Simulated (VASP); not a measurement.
# BPd4 in VASP: a series of runs, part 2 of 2

VASP 6.6.1. The steps go on from the part before.

### 3 Single point, PBE

Input file INCAR:

```
ALGO     = Normal         # electronic algorithm
EDIFF    = 1E-6           # SCF threshold, eV
ENCUT    = 520            # plane-wave cutoff, eV
GGA      = PE             # functional
ISIF     = 2              # what is computed and relaxed
ISMEAR   = 0              # smearing method
LASPH    = T              # aspherical terms in the spheres
LCHARG   = F              # write CHGCAR
LREAL    = F              # projectors in reciprocal space
LWAVE    = F              # write WAVECAR
NBANDS   = 30             # bands
NELM     = 80             # most SCF steps
PREC     = Accurate       # precision mode
SIGMA    = 0.1            # smearing width, eV
```

Input file KPOINTS:

```
k-points
0
Gamma
  6 6 6
```

Input file POSCAR:

```
BPd4
1.0
    5.4279668657      0.0000000000      0.0000000000
   -2.7139834328      4.7007571966      0.0000000000
    0.0000000000      0.0000000000      2.7935040248
B Pd
1 4
Direct
    0.6666666667      0.3333333333      0.0000000000
    0.4976014078      0.5023985922      0.5000000000
    0.4976014078      0.9952028157      0.5000000000
    0.0047971843      0.5023985922      0.5000000000
    0.0000000000      0.0000000000      0.0000000000
```

Potentials or basis: VASP PAW PBE potentials, release 64 (B, Pd).

On the command line:

```bash
$ cat potpaw_PBE.64/B/POTCAR potpaw_PBE.64/Pd/POTCAR > POTCAR
$ mpirun -np 1 vasp_std > vasp.out
```

OUTCAR:

```text
EDIFF = 1E-6
   ENCUT = 520
   GGA = PE
   ISIF = 2
   ISMEAR = 0
   LASPH = T
   LREAL = F
   NELM = 80
   PREC = Accurate

 ion  position               nearest neighbor table
   1  0.667  0.333  0.000-   3 2.12   3 2.12   4 2.12   4 2.12   2 2.12   2 2.12
   2  0.498  0.502  0.500-   1 2.12   1 2.12   3 2.67   4 2.67   3 2.75   4 2.75   5 3.05   5 3.05
                             5 3.05   5 3.05
   3  0.498  0.995  0.500-   1 2.12   1 2.12   2 2.67   4 2.67   2 2.75   4 2.75   5 3.05   5 3.05
                             5 3.05   5 3.05
   4  0.005  0.502  0.500-   1 2.12   1 2.12   2 2.67   3 2.67   2 2.75   3 2.75   5 3.05   5 3.05
                             5 3.05   5 3.05
   5  0.000  0.000  0.000-   4 3.05   4 3.05   3 3.05   3 3.05   2 3.05   2 3.05   2 3.05   2 3.05
                             4 3.05   4 3.05   3 3.05   3 3.05

  LATTYP: Found a hexagonal cell.
 ALAT       =     5.4279668657
 C/A-ratio  =     0.5146501616

  Lattice vectors:

 A1 = (   5.4279668657,   0.0000000000,   0.0000000000)
 A2 = (  -2.7139834328,   4.7007571966,   0.0000000000)
 A3 = (   0.0000000000,   0.0000000000,   2.7935040248)

Analysis of symmetry for initial positions (statically):
[... 184 lines left out ...]
 Fermi energy:         8.5930720182

 k-point     1 :       0.0000    0.0000    0.0000
  band No.  band energies     occupation
      1      -1.2244      2.00000
      2       2.8785      2.00000
      3       2.8785      2.00000
      4       3.0059      2.00000
      5       3.6176      2.00000
      6       4.2325      2.00000
[... 781 lines left out ...]
     29      17.1809      0.00000
     30      18.5818      0.00000

 [... further k-points ...]

------------------------ aborting loop because EDIFF is reached ----------------------------------------

  FORCE on cell =-STRESS in cart. coord.  units (eV):
  Direction    XX          YY          ZZ          XY          YZ          ZX
  --------------------------------------------------------------------------------------
  -------------------------------------------------------------------------------------
  Total       -0.0165056     -0.0165056      0.0531305     -0.0000000     -0.0000000     -0.0000000
  in kB       -0.3710123     -0.3710123      1.1942645     -0.0000000     -0.0000000     -0.0000000
  external PRESSURE =       0.1507466 kB  Pullay stress =       0.0000000 kB

 VOLUME and BASIS-vectors are now :
 -----------------------------------------------------------------------------
  energy-cutoff  :      520.00
  volume of cell :       71.28
      direct lattice vectors                 reciprocal lattice vectors
     5.427966866  0.000000000  0.000000000     0.184231044  0.106365843  0.000000000
    -2.713983433  4.700757197  0.000000000     0.000000000  0.212731685  0.000000000
     0.000000000  0.000000000  2.793504025     0.000000000  0.000000000  0.357973352

 POSITION                                       TOTAL-FORCE (eV/Angst)
 -----------------------------------------------------------------------------------
      2.71398      1.56692      0.00000        -0.000000     -0.000000      0.000000
      1.33746      2.36165      1.39675        -0.029593      0.017085     -0.000000
     -0.00000      4.67821      1.39675        -0.000000     -0.034171      0.000000
     -1.33746      2.36165      1.39675         0.029593      0.017085     -0.000000
      0.00000      0.00000      0.00000        -0.000000     -0.000000      0.000000
 -----------------------------------------------------------------------------------
    total drift:                               -0.000000      0.000000      0.000000

  FREE ENERGIE OF THE ION-ELECTRON SYSTEM (eV)
  ---------------------------------------------------
  free  energy   TOTEN  =       -28.0412870850 eV

  energy  without entropy=      -28.0263195855  energy(sigma->0) =      -28.03380334
```

Wall time 54 s (1 thread of Intel Xeon 6975P-C (Granite Rapids), shared host); peak memory 0.21 GiB.

Results:

| Item | Value |
| --- | --- |
| Free energy | -28.0413 eV |
| Pressure | 0.0 GPa |
| Largest force | 0.034 eV/Å |
| Band gap on the k mesh | zero (an odd number of electrons rules out a gap without spin polarisation) |

Forces in eV/Å, atoms in the order of the input:
```
B    0.000  0.000  0.000
Pd  -0.030  0.017  0.000
Pd   0.000 -0.034  0.000
Pd   0.030  0.017  0.000
Pd   0.000  0.000  0.000
```

Caveat: the k points lie up to 0.37 Å⁻¹ apart, too coarse for converged energies and pressures of a metal.

### 4 Relaxation of cell and atoms, PBE

Input file INCAR:

```
SYSTEM = BPd4
PREC = Accurate
ENCUT = 600
EDIFF = 1E-7
ISMEAR = 0
SIGMA = 0.1
LREAL = .False.
LASPH = .True.
NELM = 100
ALGO = Normal
ISIF = 3
LWAVE = .False.
LCHARG = .False.
GGA = PE
IBRION = 2
NSW = 90
EDIFFG = -0.04
```

Input file KPOINTS:

```
regular mesh
0
Gamma
  6 6 6
  0 0 0
```

Input file POSCAR:

```
BPd4
1.0
    5.4520178404      0.0000000000      0.0000000000
   -2.7260089202      4.7215859517      0.0000000000
    0.0000000000      0.0000000000      2.7661746797
B Pd
1 4
Direct
    0.6666666667      0.3333333333      0.0000000000
    0.4970795734      0.5029204266      0.5000000000
    0.4970795734      0.9941591468      0.5000000000
    0.0058408532      0.5029204266      0.5000000000
    0.0000000000      0.0000000000      0.0000000000
```

On the command line:

```bash
$ cat potpaw_PBE.64/B/POTCAR potpaw_PBE.64/Pd/POTCAR > POTCAR
$ mpirun -np 1 vasp_std > vasp.out
```

Wall time 97 s (1 thread of Intel Xeon 6975P-C (Granite Rapids), shared host); peak memory 0.25 GiB.

It converged, with:

| Item | Value |
| --- | --- |
| Free energy | -28.0415 eV |
| Relaxed volume | 14.25 Å³/atom |
| Relaxed cell | a = 5.428 Å, b = 5.428 Å, c = 2.792 Å, α = 90.00°, β = 90.00°, γ = 120.00° |
| Space group after relaxing (to 0.1 Å) | P-6m2 (No. 187) |
| Energy gained by relaxing | 1.5 meV/atom |
| Ionic steps | 2 |
| Pressure after relaxing | 0.0 GPa |
| Largest force after relaxing | 0.007 eV/Å |
| Band gap on the k mesh | zero (an odd number of electrons rules out a gap without spin polarisation) |

Forces in eV/Å, atoms in the order of the input:
```
B    0.000  0.000  0.000
Pd  -0.006  0.004  0.000
Pd   0.000 -0.007  0.000
Pd   0.006  0.004  0.000
Pd   0.000  0.000  0.000
```

Stress tensor (GPa, compression positive):
```
-0.04  0.00  0.00
 0.00 -0.04  0.00
 0.00  0.00  0.19
```

Step by step:
| step | energy change (eV) | largest force (eV/Å) | pressure (GPa) | volume (Å³) |
| --- | --- | --- | --- | --- |
| 1 | 0.0000 | 0.0819 | 0.04 | 71.21 |
| 2 | -0.0075 | 0.0075 | 0.04 | 71.24 |

Final structure:
```yaml
crystal:
  lattice:
    - [5.42783, 0.00000, 0.00000]
    - [-2.71392, 4.70064, 0.00000]
    - [0.00000, 0.00000, 2.79213]
  atoms:
    - { symbol: B, position: [0.66667, 0.33333, 0.00000] }
    - { symbol: Pd, position: [0.49750, 0.50250, 0.50000] }
    - { symbol: Pd, position: [0.49750, 0.99500, 0.50000] }
    - { symbol: Pd, position: [0.00500, 0.50250, 0.50000] }
    - { symbol: Pd, position: [0.00000, 0.00000, 0.00000] }
```

Levels at points of the mesh, in eV from the Fermi level:
```csv
k point,band 20,band 21,band 22,band 23,band 24,band 25
"(0.00, 0.00, 0.00)",-0.39,-0.39,-0.20,0.04,0.04,3.47
"(0.50, 0.00, 0.00)",-1.19,-0.85,-0.47,0.79,1.08,3.57
"(0.00, 0.00, 0.50)",-0.12,-0.12,0.11,2.84,2.84,3.05
"(0.50, 0.00, 0.50)",-0.20,-0.15,1.08,1.90,2.56,2.63
```

Caveat: the k points lie up to 0.38 Å⁻¹ apart in the final cell, too coarse for converged energies and pressures of a metal.

### 5 Single point, PBE

This run uses another cell than the first one, of 14.27 Å³/atom.

Input file INCAR:

```
ALGO = Fast
EDIFF = 1E-6
ENCUT = 520
GGA = PE
ISIF = 2
ISMEAR = 0
LASPH = T
LCHARG = F
LREAL = F
LWAVE = F
NBANDS = 30
NELM = 100
PREC = Accurate
SIGMA = 0.1
```

Input file KPOINTS:

```
k-points
0
Gamma
  12 12 14
```

Input file POSCAR:

```
BPd4
1.0
    5.4165000049      0.0000000000      0.0000000000
   -2.7082500024      4.6908266038      0.0000000000
    0.0000000000      0.0000000000      2.8085382275
B Pd
1 4
Direct
    0.6666666667      0.3333333333      0.0000000000
    0.4977082106      0.5022917894      0.5000000000
    0.4977082106      0.9954164213      0.5000000000
    0.0045835787      0.5022917894      0.5000000000
    0.0000000000      0.0000000000      0.0000000000
```

Potentials or basis: VASP PAW PBE potentials, release 64 (B, Pd).

On the command line:

```bash
$ cat potpaw_PBE.64/B/POTCAR potpaw_PBE.64/Pd/POTCAR > POTCAR
$ mpirun -np 1 vasp_std > vasp.out
```

OUTCAR:

```text
EDIFF = 1E-6
   ENCUT = 520
   GGA = PE
   ISIF = 2
   ISMEAR = 0
   LASPH = T
   LREAL = F
   NELM = 100
   PREC = Accurate

 ion  position               nearest neighbor table
   1  0.667  0.333  0.000-   3 2.12   3 2.12   4 2.12   4 2.12   2 2.12   2 2.12
   2  0.498  0.502  0.500-   1 2.12   1 2.12   3 2.67   4 2.67   3 2.75   4 2.75   5 3.05   5 3.05
                             5 3.05   5 3.05
   3  0.498  0.995  0.500-   1 2.12   1 2.12   2 2.67   4 2.67   2 2.75   4 2.75   5 3.05   5 3.05
                             5 3.05   5 3.05
   4  0.005  0.502  0.500-   1 2.12   1 2.12   3 2.67   2 2.67   3 2.75   2 2.75   5 3.05   5 3.05
                             5 3.05   5 3.05
   5  0.000  0.000  0.000-   4 3.05   4 3.05   3 3.05   3 3.05   2 3.05   2 3.05   2 3.05   2 3.05
                             4 3.05   4 3.05   3 3.05   3 3.05

  LATTYP: Found a hexagonal cell.
 ALAT       =     5.4165000049
 C/A-ratio  =     0.5185153189

  Lattice vectors:

 A1 = (   5.4165000049,   0.0000000000,   0.0000000000)
 A2 = (  -2.7082500024,   4.6908266038,   0.0000000000)
 A3 = (   0.0000000000,   0.0000000000,   2.8085382275)

Analysis of symmetry for initial positions (statically):
=====================================================================
 Subroutine PRICEL returns:
 Original cell was already a primitive cell.

 Routine SETGRP: Setting up the symmetry group for a
 hexagonal supercell.

 Subroutine GETGRP returns: Found 12 space group operations
 (whereof 12 operations were pure point group operations)
 out of a pool of 24 trial point group operations.

The static configuration has the point symmetry D_3h.

Analysis of symmetry for dynamics (positions and initial velocities):
=====================================================================
 Subroutine PRICEL returns:
 Original cell was already a primitive cell.

 Routine SETGRP: Setting up the symmetry group for a
 hexagonal supercell.

 Subroutine GETGRP returns: Found 12 space group operations
[... 130 lines left out ...]
  volume/ion in A,a.u.               =      14.27        96.31
  Fermi-wavevector in a.u.,A,eV,Ry     =   1.382764  2.613046 26.014844  1.912037
  Thomas-Fermi vector in A             =   2.507425
   LORBIT       =      0    0 simple, 1 ext, 2 COOP (PROOUT), +10 PAW based schemes
   GGA     = PE    functional components
   LHFCALC =     F    Hartree Fock is set to
   AEXX    =    0.0000 exact exchange contribution
   IVDW    =     0    specifies the selected vdW correction
   LEPSILON=     F    determine dielectric tensor
   LRPA    =     F    only Hartree local field effects (RPA)
 non-spin polarized calculation
 RMM-DIIS sequential band-by-band and
 Gauss-broadening in eV      SIGMA  =   0.10
  energy-cutoff  :      520.00
  volume of cell :       71.36
 maximum number of plane-waves:      1949
   NGX = 21   NGY = 21   NGZ = 11

 number of electron      43.0000008 magnetization

 Free energy of the ion-electron system (eV)
  ---------------------------------------------------
  ext. energy  EPLUGINS =         0.00000000
  ---------------------------------------------------
  free energy    TOTEN  =       -28.02286063 eV

  energy without entropy =      -28.00880305  energy(sigma->0) =      -28.01583184

 E-fermi :   8.5396     XC(G=0): -12.5322

 val. band max:        8.5316888052   @ k =   0.4167   0.0833   0.5000
 cond. band min:       8.5495855887   @ k =   0.4167   0.1667   0.5000
 fundamental gap:      0.0178967834
 Fermi energy:         8.5396099364

 k-point     1 :       0.0000    0.0000    0.0000
  band No.  band energies     occupation
      1      -1.2253      2.00000
      2       2.8771      2.00000
      3       2.8771      2.00000
      4       2.9912      2.00000
      5       3.6205      2.00000
      6       4.1577      2.00000
[... 781 lines left out ...]
     29      17.9820      0.00000
     30      17.9925      0.00000

 [... further k-points ...]

------------------------ aborting loop because EDIFF is reached ----------------------------------------

  FORCE on cell =-STRESS in cart. coord.  units (eV):
  Direction    XX          YY          ZZ          XY          YZ          ZX
  --------------------------------------------------------------------------------------
  -------------------------------------------------------------------------------------
  Total       -0.0217716     -0.0217716      0.0530711     -0.0000000     -0.0000000      0.0000000
  in kB       -0.4888229     -0.4888229      1.1915718     -0.0000000     -0.0000000      0.0000000
  external PRESSURE =       0.0713087 kB  Pullay stress =       0.0000000 kB

 VOLUME and BASIS-vectors are now :
 -----------------------------------------------------------------------------
  energy-cutoff  :      520.00
  volume of cell :       71.36
      direct lattice vectors                 reciprocal lattice vectors
     5.416500005  0.000000000  0.000000000     0.184621065  0.106591022  0.000000000
    -2.708250002  4.690826604  0.000000000     0.000000000  0.213182043  0.000000000
     0.000000000  0.000000000  2.808538228     0.000000000  0.000000000  0.356057108

 POSITION                                       TOTAL-FORCE (eV/Angst)
 -----------------------------------------------------------------------------------
      2.70825      1.56361      0.00000        -0.000000      0.000000     -0.000000
      1.33550      2.35616      1.40427        -0.028222      0.016294      0.000000
     -0.00000      4.66933      1.40427        -0.000000     -0.032588     -0.000000
     -1.33550      2.35616      1.40427         0.028222      0.016294      0.000000
      0.00000      0.00000      0.00000        -0.000000      0.000000     -0.000000
 -----------------------------------------------------------------------------------
    total drift:                               -0.000000      0.000000      0.000000

  FREE ENERGIE OF THE ION-ELECTRON SYSTEM (eV)
  ---------------------------------------------------
  free  energy   TOTEN  =       -28.0228606349 eV

  energy  without entropy=      -28.0088030512  energy(sigma->0) =      -28.01583184
```

OSZICAR:

```text
N       E                     dE             d eps       ncg     rms          rms(c)
DAV:   1     0.273228369158E+03    0.27323E+03   -0.21045E+04  9120   0.136E+03
DAV:   2    -0.215881263868E+02   -0.29482E+03   -0.27966E+03  9828   0.317E+02
DAV:   3    -0.301882025718E+02   -0.86001E+01   -0.84716E+01 10374   0.578E+01
DAV:   4    -0.302703985569E+02   -0.82196E-01   -0.82167E-01 10048   0.561E+00
DAV:   5    -0.302718966191E+02   -0.14981E-02   -0.14980E-02 10500   0.799E-01    0.187E+01
RMM:   6    -0.283670520640E+02    0.19048E+01   -0.78241E+00  9121   0.159E+01    0.807E+00
RMM:   7    -0.282568228200E+02    0.11023E+00   -0.11755E+00  9137   0.662E+00    0.583E+00
RMM:   8    -0.280547411351E+02    0.20208E+00   -0.29957E-01  9231   0.305E+00    0.377E+00
RMM:   9    -0.280245120378E+02    0.30229E-01   -0.30497E-02  9482   0.106E+00    0.464E-01
RMM:  10    -0.280228991425E+02    0.16129E-02   -0.31937E-03  9948   0.311E-01    0.154E-01
RMM:  11    -0.280228806936E+02    0.18449E-04   -0.11408E-03  9831   0.159E-01    0.520E-02
RMM:  12    -0.280228674997E+02    0.13194E-04   -0.22083E-04  9784   0.783E-02    0.333E-02
RMM:  13    -0.280228603035E+02    0.71962E-05   -0.51401E-05 10045   0.404E-02    0.104E-02
RMM:  14    -0.280228609629E+02   -0.65944E-06   -0.13023E-05 10510   0.184E-02    0.620E-03
RMM:  15    -0.280228606349E+02    0.32800E-06   -0.29671E-06  6682   0.932E-03
   1 F= -.28022861E+02 E0= -.28015832E+02  d E =-.140576E-01
```

stdout:

```text
POSCAR found type information on POSCAR B Pd
 POSCAR found :  2 types and       5 ions
 scaLAPACK will be used
 LDA part: xc-table for (Slater+PW92), standard interpolation
 POSCAR, INCAR and KPOINTS ok, starting setup
 FFT: planning ... GRIDC
 FFT: planning ... GRID_SOFT
 FFT: planning ... GRID
 WAVECAR not read
 entering main loop
```

It took 5.2 min on 1 thread of Intel Xeon 6975P-C (Granite Rapids), shared host; peak memory 0.38 GiB.

What came out:

* Free energy: -28.0229 eV
* Pressure: 0.0 GPa
* Largest force: 0.033 eV/Å
* Band gap on the k mesh: zero (an odd number of electrons rules out a gap without spin polarisation)

Forces on the atoms (eV/Å):
```
B    0.000  0.000  0.000
Pd  -0.028  0.016  0.000
Pd   0.000 -0.033  0.000
Pd   0.028  0.016  0.000
Pd   0.000  0.000  0.000
```

Stress tensor (GPa, compression positive):
```
-0.05  0.00  0.00
 0.00 -0.05  0.00
 0.00  0.00  0.12
```

### 6 Overview

```tsv
task	cell	k mesh	cutoff (eV)	gap on the mesh (eV)	pressure (GPa)	largest force (eV/Å)
single point	a = 5.452, b = 5.452, c = 2.766 Å, angles 90.0, 90.0, 120.0°, 5 atoms	6 × 6 × 4	520	none	0.0	0.04
single point	a = 5.428, b = 5.428, c = 2.794 Å, angles 90.0, 90.0, 120.0°, 5 atoms	6 × 6 × 6	520	none	0.0	0.03
relaxation of cell and atoms	relaxed from a = 5.452, b = 5.452, c = 2.766 Å, angles 90.0, 90.0, 120.0°, 5 atoms	6 × 6 × 6	600	none	0.0	0.01
single point	a = 5.417, b = 5.417, c = 2.809 Å, angles 90.0, 90.0, 120.0°, 5 atoms	12 × 12 × 14	520	none	0.0	0.03
```

Alike in all rows: level PBE; potentials or basis VASP PAW PBE potentials, release 64 (B, Pd); no spin polarisation; smearing gaussian 0.1 eV.

Caveats: some runs use coarse meshes.

Total energies depend on the potentials used, so only differences within one code and one set of settings carry meaning.
